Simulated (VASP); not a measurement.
# Sb in VASP: notebook, part 2 of 2

VASP 6.6.1. Earlier steps stand in the parts before.

## (3) Relaxation of the atoms, PBE

INCAR reads:

```
ALGO     = Normal         # electronic algorithm
DIPOL    = 0.5 0.5 0.500
EDIFF    = 1E-6           # SCF threshold, eV
EDIFFG   = -0.01          # ionic threshold
ENCUT    = 520            # plane-wave cutoff, eV
GGA      = PE             # functional
IBRION   = 2              # ionic algorithm
IDIPOL   = 3            
ISIF     = 2              # what is computed and relaxed
ISMEAR   = -1             # smearing method
LASPH    = True           # aspherical terms in the spheres
LCHARG   = False          # write CHGCAR
LDIPOL   = True         
LREAL    = False          # projectors in reciprocal space
LWAVE    = False          # write WAVECAR
NELM     = 60             # most SCF steps
NSW      = 60             # ionic steps
PREC     = Accurate       # precision mode
SIGMA    = 0.1            # smearing width, eV
```

KPOINTS reads:

```
k-points
0
Gamma
  11 11 1
```

POSCAR reads:

```
Sb
1.0
    3.3888387686      0.0000000000      0.0000000000
   -1.6944193843      2.9348204630      0.0000000000
    0.0000000000      0.0000000000     29.8349000000
Sb
6
Direct
    0.1666666665      0.3333333335      0.2681427397
    0.5000000005      0.9999999995      0.3608856437
    0.8333333335      0.6666666665      0.4536285476
    0.1666666665      0.3333333335      0.5463714516
    0.5000000005      0.9999999995      0.6391143563
    0.8333333335      0.6666666665      0.7318572603
```

Potentials or basis: VASP PAW PBE potentials, release 64 (Sb).

On the command line:

```bash
> cat potpaw_PBE.64/Sb/POTCAR > POTCAR
> mpirun -np 1 vasp_std > vasp.out
```

OUTCAR:

```text
EDIFF = 1E-6
   EDIFFG = -0.01
   ENCUT = 520
   GGA = PE
   IBRION = 2
   ISIF = 2
   ISMEAR = -1
   LASPH = True
   LREAL = False
   NELM = 60
   NSW = 60
   PREC = Accurate

 ion  position               nearest neighbor table
   1  0.167  0.333  0.268-   2 3.39   2 3.39   2 3.39
   2  0.500  1.000  0.361-   3 3.39   3 3.39   3 3.39   1 3.39   1 3.39   1 3.39
   3  0.833  0.667  0.454-   2 3.39   2 3.39   2 3.39   4 3.39   4 3.39   4 3.39
   4  0.167  0.333  0.546-   3 3.39   3 3.39   3 3.39   5 3.39   5 3.39   5 3.39
   5  0.500  1.000  0.639-   6 3.39   6 3.39   6 3.39   4 3.39   4 3.39   4 3.39
   6  0.833  0.667  0.732-   5 3.39   5 3.39   5 3.39

  LATTYP: Found a hexagonal cell.
 ALAT       =     3.3888387686
 C/A-ratio  =     8.8038711893

  Lattice vectors:

 A1 = (   3.3888387686,   0.0000000000,   0.0000000000)
 A2 = (  -1.6944193843,   2.9348204630,   0.0000000000)
 A3 = (   0.0000000000,   0.0000000000,  29.8349000000)

Analysis of symmetry for initial positions (statically):
=====================================================================
 Subroutine PRICEL returns:
 Original cell was already a primitive cell.

 Routine SETGRP: Setting up the symmetry group for a
 hexagonal supercell.

[... 289 lines left out ...]

 number of electron      30.0000001 magnetization

------------------------ aborting loop because EDIFF is reached ----------------------------------------
[... 75 lines left out ...]
--------------------------------------- Ionic step       10  -------------------------------------------

 number of electron      30.0000000 magnetization

 dipolmoment           0.000000      0.000000      0.000000 electrons x Angstroem

 Free energy of the ion-electron system (eV)
  ---------------------------------------------------
  ext. energy  EPLUGINS =         0.00000000
  ---------------------------------------------------
  free energy    TOTEN  =       -22.73630711 eV

  energy without entropy =      -22.59446385  energy(sigma->0) =      -22.66538548

 E-fermi :   2.8960     XC(G=0):  -6.0771

 val. band max:        2.8900964336   @ k =   0.1818   0.0909   0.0000
 cond. band min:       2.9121981960   @ k =   0.4545   0.0000   0.0000
 fundamental gap:      0.0221017623
 Fermi energy:         2.8960494931

 k-point     1 :       0.0000    0.0000    0.0000
  band No.  band energies     occupation
      1     -10.0622      2.00000
      2      -9.8549      2.00000
      3      -9.6417      2.00000
      4      -7.6901      2.00000
      5      -7.0663      2.00000
      6      -6.4812      2.00000
[... 341 lines left out ...]
     18       1.8997      1.99991
     19       3.2449      0.05926

------------------------ aborting loop because EDIFF is reached ----------------------------------------

 vacuum level on the upper side and lower side of the slab       (xc-potential included)        -0.008        -0.008

  FORCE on cell =-STRESS in cart. coord.  units (eV):
  Direction    XX          YY          ZZ          XY          YZ          ZX
  --------------------------------------------------------------------------------------
  -------------------------------------------------------------------------------------
  Total        1.5026354      1.5026354     -0.1266046      0.0000000     -0.0000000      0.0000000
  in kB        8.1134797      8.1134797     -0.6836016      0.0000000     -0.0000000      0.0000000
  external PRESSURE =       5.1811193 kB  Pullay stress =       0.0000000 kB
[... 21 lines left out ...]
  FREE ENERGIE OF THE ION-ELECTRON SYSTEM (eV)
  ---------------------------------------------------
  free  energy   TOTEN  =       -22.7363071066 eV

  energy  without entropy=      -22.5944638466  energy(sigma->0) =      -22.66538548

 reached required accuracy - stopping structural energy minimisation

 vacuum level on the upper side and lower side of the slab         6.804         6.804
```

CONTCAR:

```text
Sb
   1.00000000000000
     3.3888387685999999    0.0000000000000000    0.0000000000000000
    -1.6944193842999999    2.9348204629999999    0.0000000000000000
     0.0000000000000000    0.0000000000000000   29.8349000000000011
  Sb
     6
Direct
     0.1666666664999994    0.3333333335000006    0.2725306414676898
     0.5000000005000018    0.9999999994999982    0.3548842077473467
     0.8333333335000006    0.6666666664999994    0.4587069058786892
     0.1666666664999994    0.3333333335000006    0.5412930933213107
     0.5000000005000018    0.9999999994999982    0.6451157922526534
     0.8333333335000006    0.6666666664999994    0.7274693585323100

  0.00000000E+00  0.00000000E+00  0.00000000E+00
  0.00000000E+00  0.00000000E+00  0.00000000E+00
  0.00000000E+00  0.00000000E+00  0.00000000E+00
  0.00000000E+00  0.00000000E+00  0.00000000E+00
  0.00000000E+00  0.00000000E+00  0.00000000E+00
  0.00000000E+00  0.00000000E+00  0.00000000E+00
```

Run time: 14 min. Hardware: 1 thread of Oxide Virtual Turin-like, shared host; peak memory 0.44 GiB.

Results:

| Quantity | Value |
| --- | --- |
| Free energy | -22.7363 eV |
| Energy gained by relaxing | 21.5 meV/atom |
| Ionic steps | 10 |
| Largest force after relaxing | 0.006 eV/Å |

Forces on the atoms (eV/Å):
```
Sb   0.000  0.000  0.003
Sb   0.000  0.000  0.006
Sb   0.000  0.000  0.002
Sb   0.000  0.000 -0.002
Sb   0.000  0.000 -0.006
Sb   0.000  0.000 -0.003
```

Step by step:
```tsv
step	energy change (eV)	largest force (eV/Å)	pressure (GPa)
1	0.0000	0.2753	-0.83
2	-0.0136	0.2536	-0.79
3	-0.0495	0.2015	-0.64
4	-0.1069	0.1396	-0.13
5	0.0009	0.6841	2.16
6	-0.1201	0.1376	0.16
7	-0.1227	0.1299	0.46
8	-0.1229	0.1326	0.38
9	-0.1282	0.0533	0.47
10	-0.1290	0.0063	0.52
```

Final structure:
```
Sb
1.0
     3.38884    0.00000    0.00000
    -1.69442    2.93482    0.00000
     0.00000    0.00000   29.83490
Sb
6
Cartesian
  0.0000 0.9783 8.1309
  0.0000 2.9348 10.5879
  1.6944 1.9565 13.6855
  0.0000 0.9783 16.1494
  0.0000 2.9348 19.2470
  1.6944 1.9565 21.7040
```

Caveat: the highest band is partly filled, so the run has too few bands; spin-orbit coupling is left out, which moves the levels of the heavy elements.
